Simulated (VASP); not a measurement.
TiCo3, 4 atoms in the cell. Symmetry: Pm-3m, No. 221, cubic system. The conventional cell has a = 3.528 Å, b = 3.528 Å, c = 3.528 Å, α = 90.00°, β = 90.00°, γ = 90.00°. Ti (site symmetry m-3m) has 12 Co at 2.49 Å within 3.3 Å. Within 3.3 Å of Co (site symmetry 4/mmm) lie 4 Ti at 2.49 Å and 8 Co at 2.49 Å. 

| Quantity | Value |
| --- | --- |
| Program | VASP 6.6.1 |
| Task | single point |
| Functional | PBEsol |
| Potentials or basis | VASP PAW PBE potentials, release 64 (Ti_sv, Co) |
| Cutoff | 520 eV |
| k mesh | 12 × 12 × 12 |
| Occupations | gaussian, width 0.1 eV |
| Spin | collinear spin, ferromagnetic start |
| Starting moments | [0.0, 0.3, 0.3, 0.3] μB |
| Dipole correction | no |
| Further INCAR settings | ALGO = Normal; EDIFF = 1e-07; NBANDS = 32 |

Potentials or basis: VASP PAW PBE potentials, release 64 (Ti_sv, Co).

Command:

```bash
$ cat potpaw_PBE.64/Ti_sv/POTCAR potpaw_PBE.64/Co/POTCAR > POTCAR
$ mpirun -np 1 vasp_std > vasp.out
```

Hardware: 1 thread of Oxide Virtual Turin-like Processor (shared host).

Task: How long does it take, and how much memory?

Result: Run time: 13 min on 1 thread of Oxide Virtual Turin-like Processor, on a shared host, peak memory 0.26 GiB. Counts: scf iterations 21, k points 84.
